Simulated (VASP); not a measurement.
A run of VASP 6.6.1 is set up as follows.

INCAR

```
PREC = Accurate
ENCUT = 520
EDIFF = 1E-6
ISMEAR = -1
SIGMA = 0.02
LREAL = F
LASPH = T
NELM = 100
ALGO = Normal
ISIF = 2
LWAVE = F
LCHARG = F
LDIPOL = T
IDIPOL = 3
DIPOL = 0.5 0.5 0.500
GGA = CA
NBANDS = 36
```

File KPOINTS:

```
Automatic mesh
0
Gamma
  8 6 1
```

Contents of POSCAR:

```
GaP
1.0
    3.8120652633      0.0000000000      0.0000000000
    0.0000000000      5.3910743960      0.0000000000
    0.0000000000      0.0000000000     19.8121000000
Ga P
3 3
Direct
    0.2500000000      0.1250000000      0.4037945179
    0.7500000000      0.6250000000      0.5000000000
    0.2500000000      0.1250000000      0.5962054821
    0.7500000000      0.8750000000      0.4037945179
    0.2500000000      0.3750000000      0.5000000000
    0.7500000000      0.8750000000      0.5962054821
```

Potentials or basis: VASP PAW LDA potentials, release 64 (Ga_d, P).

The run is started by

```bash
$ cat potpaw_LDA.64/Ga_d/POTCAR potpaw_LDA.64/P/POTCAR > POTCAR
$ mpirun -np 1 vasp_std > vasp.out
```

(1) Estimate the largest force.

(2) Estimate the band gap on the k mesh.

## Answers

(1) 1.644 eV/Å.

(2) 0.03 eV, indirect (least direct gap 0.04 eV).
